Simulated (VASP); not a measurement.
Wanted: the native input for a VASP 6.6.1 run.

| Property | Result |
| --- | --- |
| Task | single point |
| Functional | PBE |
| Potentials or basis | VASP PAW PBE potentials, release 64 (Al, In_d, As) |
| Cutoff | 520 eV |
| k mesh | 8 × 8 × 4 |
| Occupations | gaussian, width 0.02 eV |
| Spin | no spin polarisation |
| Dipole correction | no |
| Further INCAR settings | ALGO = Normal; EDIFF = 1e-06; NBANDS = 31 |

The structure of Al3InAs4 lies in POSCAR:

```
Al3InAs4
1.0
    4.2054224357      0.0000000000      0.0000000000
    0.0000000000      4.2054224357      0.0000000000
    0.0000000000      0.0000000000     11.9264265799
Al In As
3 1 4
Direct
    0.0000000000      0.0000000000      0.7409544277
    0.5000000000      0.5000000000      0.5000000000
    0.0000000000      0.0000000000      0.2590455723
    0.5000000000      0.5000000000      0.0000000000
    0.5000000000      0.0000000000      0.6204338416
    0.0000000000      0.5000000000      0.3795661584
    0.5000000000      0.0000000000      0.1404866619
    0.0000000000      0.5000000000      0.8595133381
```

The input as run:

INCAR

```
ALGO     = Normal         # electronic algorithm
EDIFF    = 1E-6           # SCF threshold, eV
ENCUT    = 520            # plane-wave cutoff, eV
GGA      = PE             # functional
ISIF     = 2              # what is computed and relaxed
ISMEAR   = 0              # smearing method
LASPH    = True           # aspherical terms in the spheres
LCHARG   = True           # write CHGCAR
LELF     = True           # ELF
LREAL    = False          # projectors in reciprocal space
LVHAR    = True         
LWAVE    = False          # write WAVECAR
NBANDS   = 31             # bands
NELM     = 60             # most SCF steps
PREC     = Accurate       # precision mode
SIGMA    = 0.02           # smearing width, eV
```

KPOINTS

```
k-points
0
Gamma
  8 8 4
```

Potentials or basis: VASP PAW PBE potentials, release 64 (Al, In_d, As).

The run is started by

```sh
$ cat potpaw_PBE.64/Al/POTCAR potpaw_PBE.64/In_d/POTCAR potpaw_PBE.64/As/POTCAR > POTCAR
$ mpirun -np 1 vasp_std > vasp.out
```

Results of the run:

- Pressure: -3.1 GPa
- Largest force: 0.007 eV/Å
- Band gap on the k mesh: 0.65 eV

Caveat: the cell stands under tension; spin-orbit coupling is left out, which moves the levels of the heavy elements.

It took 120 s on 1 thread of Intel(R) Xeon(R) 6975P-C (Granite Rapids), with other jobs on the host, peak memory 0.45 GiB.
